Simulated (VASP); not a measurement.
# Te (I4/mmm) in VASP: single point with r2SCAN

Aim: the single point of Te with r2SCAN.

Everything below comes from runs of VASP 6.6.1. Logs are shortened: lines on timing, memory, paths and dates and some standing lists are left out, and cuts for length are marked.

### 1 The cell of the first run

It takes space group I4/mmm (No. 139, tetragonal). Conventional cell: a = 4.361 Å, b = 4.361 Å, c = 3.591 Å, α = 90.00°, β = 90.00°, γ = 90.00°. Te (site symmetry 4/mmm) has 14 Te at 3.57 to 4.36 Å within 4.7 Å.

### 2 Single point, r2SCAN

POSCAR

```
Te
1.0
   -2.1806680000      2.1806680000      1.7954540000
    2.1806680000     -2.1806680000      1.7954540000
    2.1806680000      2.1806680000     -1.7954540000
Te
1
Direct
    0.0000000000      0.0000000000      0.0000000000
```

INCAR.step1

```
  PREC = Accurate
  ENCUT = 520
  ISMEAR = -1
  SIGMA = 0.1
  LREAL = False
  LASPH = True
  NELM = 60
  NBANDS = 9
  GGA = PE
  ALGO = Normal
  EDIFF = 1E-4
  LWAVE = True
  LCHARG = False
```

INCAR.step2

```
  PREC = Accurate
  ENCUT = 520
  EDIFF = 1E-6
  ISMEAR = -1
  SIGMA = 0.1
  LREAL = False
  LASPH = True
  NELM = 60
  ALGO = Normal
  ISIF = 2
  LWAVE = False
  LCHARG = True
  METAGGA = R2SCAN
  LMIXTAU = True
  LELF = True
  LVHAR = True
  NBANDS = 9
  ISTART = 1
```

KPOINTS

```
Automatic mesh
0
Gamma
  12 12 12
```

Potentials or basis: VASP PAW PBE potentials, release 64 (Te).

Command:

```console
$ cat potpaw_PBE.64/Te/POTCAR > POTCAR
$ cp INCAR.step1 INCAR
$ mpirun -np 1 vasp_std > vasp.out
$ cp INCAR.step2 INCAR
$ mpirun -np 1 vasp_std > vasp.out
```

OUTCAR:

```text
PREC = Accurate
   ENCUT = 520
   EDIFF = 1E-6
   ISMEAR = -1
   LREAL = False
   LASPH = True
   NELM = 60
   ISIF = 2
   METAGGA = R2SCAN
   ISTART = 1

 ion  position               nearest neighbor table
   1  0.000  0.000  0.000-

  LATTYP: Found a body centered tetragonal cell.
 ALAT       =     4.3613360000
 C/A-ratio  =     0.8233504596

  Lattice vectors:

 A1 = (  -2.1806680000,   2.1806680000,   1.7954540000)
 A2 = (   2.1806680000,  -2.1806680000,   1.7954540000)
 A3 = (   2.1806680000,   2.1806680000,  -1.7954540000)

Analysis of symmetry for initial positions (statically):
=====================================================================
 Subroutine PRICEL returns:
 Original cell was already a primitive cell.

 Routine SETGRP: Setting up the symmetry group for a
 body centered tetragonal supercell.

 Subroutine GETGRP returns: Found 16 space group operations
 (whereof 16 operations were pure point group operations)
 out of a pool of 16 trial point group operations.

The static configuration has the point symmetry D_4h.

Analysis of symmetry for dynamics (positions and initial velocities):
=====================================================================
 Subroutine PRICEL returns:
 Original cell was already a primitive cell.

 Routine SETGRP: Setting up the symmetry group for a
 body centered tetragonal supercell.

 Subroutine GETGRP returns: Found 16 space group operations
 (whereof 16 operations were pure point group operations)
 out of a pool of 16 trial point group operations.

The dynamic configuration has the point symmetry D_4h.

 Subroutine INISYM returns: Found 16 space group operations
 (whereof 16 operations are pure point group operations),
 and found     1 'primitive' translations

----------------------------------------------------------------------------------------

                                     Primitive cell

  volume of cell :      34.1518

  direct lattice vectors                    reciprocal lattice vectors
    -2.180668000  2.180668000  1.795454000     0.000000000  0.229287539  0.278481097
     2.180668000 -2.180668000  1.795454000     0.229287539  0.000000000  0.278481097
     2.180668000  2.180668000 -1.795454000     0.229287539  0.229287539  0.000000000

  length of vectors
     3.568512424  3.568512424  3.568512424     0.360727733  0.360727733  0.324261548

  position of ions in fractional coordinates (direct lattice)
[... 79 lines left out ...]
   EDIFFG = 0.1E-04   stopping-criterion for IOM
   NSW    =      0    number of steps for IOM
   IBRION =     -1    ionic relax: 0-MD 1-quasi-New 2-CG
   NFREE  =      0    steps in history (QN), initial steepest desc. (CG)
   ISIF   =      2    stress and relaxation
   ISYM   =      2    0-nonsym 1-usesym 2-fastsym
   POTIM  = 0.5000    time-step for ionic-motion
   TEBEG  =    0.0;   TEEND  =   0.0 temperature during run
   PSTRESS=    0.0 pullay stress
   NELECT =       6.0000    total number of electrons
   NUPDOWN=      -1.0000    fix difference up-down
   EMIN   =  10.00;   EMAX   =-10.00  energy-range for DOS
   EFERMI =   0.00;   METHOD = LEGACY
   ISMEAR =    -1;   SIGMA  =   0.10  broadening in eV -4-tet -1-fermi 0-gaus
   EFERMI_NEDOS =   21; number of points for ismear=-14 and -15
   IALGO  =     38    algorithm
   IMIX   =      4    mixing-type and parameters
     AMIX     =   0.40;   BMIX     =  1.00
     AMIX_MAG =   1.60;   BMIX_MAG =  1.00
  volume/ion in A,a.u.               =      34.15       230.47
  Fermi-wavevector in a.u.,A,eV,Ry     =   0.916898  1.732685 11.438432  0.840701
  Thomas-Fermi vector in A             =   2.041805
   LORBIT       =      0    0 simple, 1 ext, 2 COOP (PROOUT), +10 PAW based schemes
   METAGGA = R2SCAN    functional components
   LHFCALC =     F    Hartree Fock is set to
   AEXX    =    0.0000 exact exchange contribution
   IVDW    =     0    specifies the selected vdW correction
   LEPSILON=     F    determine dielectric tensor
   LRPA    =     F    only Hartree local field effects (RPA)
 non-spin polarized calculation
  energy-cutoff  :      520.00
  volume of cell :       34.15
 maximum number of plane-waves:       943
   NGX = 13   NGY = 13   NGZ = 13

 number of electron       6.0000000 magnetization

 Free energy of the ion-electron system (eV)
  ---------------------------------------------------
  ext. energy  EPLUGINS =         0.00000000
  ---------------------------------------------------
  free energy    TOTEN  =       -24.83066093 eV

  energy without entropy =      -24.79948948  energy(sigma->0) =      -24.81507521

 E-fermi :   5.4095     XC(G=0):  -9.6868

 val. band max:        5.4076184822   @ k =  -0.4167   0.2500   0.0833
 cond. band min:       5.4308816391   @ k =   0.3333   0.0000  -0.0000
 fundamental gap:      0.0232631569
 Fermi energy:         5.4095412106

 k-point     1 :       0.0000    0.0000    0.0000
  band No.  band energies     occupation
      1      -7.7776      2.00000
      2       7.2446      0.00000
      3       7.2446      0.00000
      4       8.2060      0.00000
      5      13.6245      0.00000
      6      13.8893      0.00000
      7      16.5170      0.00000
      8      16.7385      0.00000
      9      16.7385      0.00000
[... 265 lines left out ...]
 k-point    24 :      -0.4167    0.1667   -0.0000
  band No.  band energies     occupation
      1      -6.0741      2.00000
      2       2.4541      2.00000
      3       4.3483      1.99995
      4       6.4860      0.00004
      5      12.3634      0.00000
      6      14.4912      0.00000
      7      17.7175      0.00000
      8      18.0039      0.00000
      9      18.9470      0.00000

 [... further k-points ...]

------------------------ aborting loop because EDIFF is reached ----------------------------------------

  FORCE on cell =-STRESS in cart. coord.  units (eV):
  Direction    XX          YY          ZZ          XY          YZ          ZX
  --------------------------------------------------------------------------------------
  -------------------------------------------------------------------------------------
  Total       -1.4563235     -1.4563235     -1.0172994      0.0000000     -0.0000000      0.0000000
  in kB      -68.3211358    -68.3211358    -47.7250084      0.0000000     -0.0000000      0.0000000
  external PRESSURE =     -61.4557600 kB  Pullay stress =       0.0000000 kB

 VOLUME and BASIS-vectors are now :
 -----------------------------------------------------------------------------
  energy-cutoff  :      520.00
  volume of cell :       34.15
      direct lattice vectors                 reciprocal lattice vectors
    -2.180668000  2.180668000  1.795454000     0.000000000  0.229287539  0.278481097
     2.180668000 -2.180668000  1.795454000     0.229287539  0.000000000  0.278481097
     2.180668000  2.180668000 -1.795454000     0.229287539  0.229287539  0.000000000

 POSITION                                       TOTAL-FORCE (eV/Angst)
 -----------------------------------------------------------------------------------
      0.00000      0.00000      0.00000         0.000000     -0.000000     -0.000000
 -----------------------------------------------------------------------------------
    total drift:                               -0.000000      0.000000     -0.000000

  FREE ENERGIE OF THE ION-ELECTRON SYSTEM (eV)
  ---------------------------------------------------
  free  energy   TOTEN  =       -24.8306609340 eV

  energy  without entropy=      -24.7994894792  energy(sigma->0) =      -24.81507521
```

OSZICAR.step1:

```text
N       E                     dE             d eps       ncg     rms          rms(c)
DAV:   1     0.997294771817E+01    0.99729E+01   -0.22773E+03  2934   0.506E+02
DAV:   2    -0.233132770034E+01   -0.12304E+02   -0.12042E+02  4042   0.659E+01
DAV:   3    -0.266895765532E+01   -0.33763E+00   -0.33283E+00  3510   0.107E+01
DAV:   4    -0.267116317110E+01   -0.22055E-02   -0.22050E-02  4160   0.107E+00
DAV:   5    -0.267117521543E+01   -0.12044E-04   -0.12044E-04  3600   0.656E-02    0.455E+00
DAV:   6    -0.266745932795E+01    0.37159E-02   -0.57960E-03  3312   0.360E-01    0.284E+00
DAV:   7    -0.266692831602E+01    0.53101E-03   -0.12301E-02  3171   0.528E-01    0.258E-01
DAV:   8    -0.266686806496E+01    0.60251E-04   -0.54249E-04  3162   0.122E-01
   1 F= -.26668681E+01 E0= -.26499607E+01  d E =-.338148E-01
```

Run time: 3.8 min. Hardware: 1 thread of Intel Xeon 8259CL, shared host; peak memory 0.2 GiB.

Results:

| Property | Result |
| --- | --- |
| Free energy | -24.8307 eV |
| Pressure | -6.1 GPa |
| Band gap on the k mesh | zero (band 3 reaches 7.37 eV, above the bottom of band 4 at 3.12 eV) |

Caveat: the PAW data sets were made with another functional, which shifts forces and pressure a little; spin-orbit coupling is left out, which moves the levels of the heavy elements.
